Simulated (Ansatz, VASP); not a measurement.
SiO2 in VASP and in Ansatz

INCAR

```
SYSTEM = SiO2
  PREC = Accurate
  ENCUT = 520
  EDIFF = 1E-7
  ISMEAR = -1
  SIGMA = 0.1
  LREAL = .False.
  LASPH = .True.
  NELM = 80
  ALGO = Normal
  ISIF = 2
  LWAVE = .False.
  LCHARG = .False.
  GGA = PE
  NBANDS = 25
```

The input KPOINTS:

```
regular mesh
0
Gamma
  6 6 9
  0 0 0
```

File POSCAR:

```
SiO2
1.0
    4.1897980000      0.0000000000      0.0000000000
    0.0000000000      4.1897980000      0.0000000000
    0.0000000000      0.0000000000      2.6734750000
Si O
2 4
Direct
    0.0000000000      0.0000000000      0.0000000000
    0.5000000000      0.5000000000      0.5000000000
    0.3061500000      0.3061500000      0.0000000000
    0.1938500000      0.8061500000      0.5000000000
    0.6938500000      0.6938500000      0.0000000000
    0.8061500000      0.1938500000      0.5000000000
```

Input for Ansatz:

```yaml
crystal:
  lattice:
    - [4.189798, 0.0, 0.0]
    - [0.0, 4.189798, 0.0]
    - [0.0, 0.0, 2.673475]
  atoms:
    - { symbol: Si, position: [0.0, 0.0, 0.0] }
    - { symbol: Si, position: [0.5, 0.5, 0.5] }
    - { symbol: O, position: [0.30615, 0.30615, 0.0] }
    - { symbol: O, position: [0.19385, 0.80615, 0.5] }
    - { symbol: O, position: [0.69385, 0.69385, 0.0] }
    - { symbol: O, position: [0.80615, 0.19385, 0.5] }
  symmetry: { tolerance: 0.0003 }
kpoints:
  mp_grid: { grid: [6, 6, 9], shift: [0, 0, 0] }
  band_path:
    path:
      - [0.0, 0.0, 0.0]
      - [0.0, 0.5, 0.0]
      - [0.5, 0.5, 0.0]
      - [0.0, 0.0, 0.0]
      - [0.0, 0.0, 0.5]
      - [0.0, 0.5, 0.5]
      - [0.5, 0.5, 0.5]
      - [0.0, 0.0, 0.5]
      - [0.0, 0.5, 0.0]
      - [0.0, 0.5, 0.5]
      - [0.5, 0.5, 0.0]
    npoints: 6
magnetization:
  spin_polarized: false
scf:
  occupations: { method: fermi_dirac }
  lower_state_search: "off"
  max_iter: 200
hamiltonian:
  pseudopotentials: { kind: paw }
  xc: pbe
basis:
  ecutwfc: 420
  fft_grid_basis: typed
output:
  forces: true
  stress: true
  eigenvalues: true
  bader: true
  populations: true
  elf: true
  write_potential: true
  volumetric_format: npy
  dos:
    e_range: [-12, 8]
    de: 0.05
    projected: { site_lists: { O: [O], Si: [Si] } }
checkpoint:
  read: saved_state
```

Alike in both runs: task single point; functional PBE; k mesh 6 × 6 × 9; no spin polarisation.

|  | VASP | Ansatz |
| --- | --- | --- |
| version | VASP 6.6.1 | Ansatz 0.2.0 |
| potentials or method | VASP PAW PBE potentials, release 64 (Si, O), cutoff 520 eV | PAW plane waves |
| occupations | fermi-dirac, width 0.1 eV | fermi-dirac |
| valence electrons in the cell | 32 | 32 |

VASP gave:

| Quantity | Value |
| --- | --- |
| gap on the k mesh at the Fermi level (eV) | 5.47 |
| pressure (GPa) | 8.4 |
| traceless stress, the component that is largest in VASP (GPa) | 0.83 |
| rms of the force components (eV/Å) | 0.041 |

Problem. Which values does Ansatz return?

Solution. gap on the k mesh at the Fermi level (eV): 5.48; pressure (GPa): 8.3; traceless stress, the component that is largest in VASP (GPa): 0.40; rms of the force components (eV/Å): 0.033.

Atom by atom the forces differ by 0.008 eV/Å (rms over components).
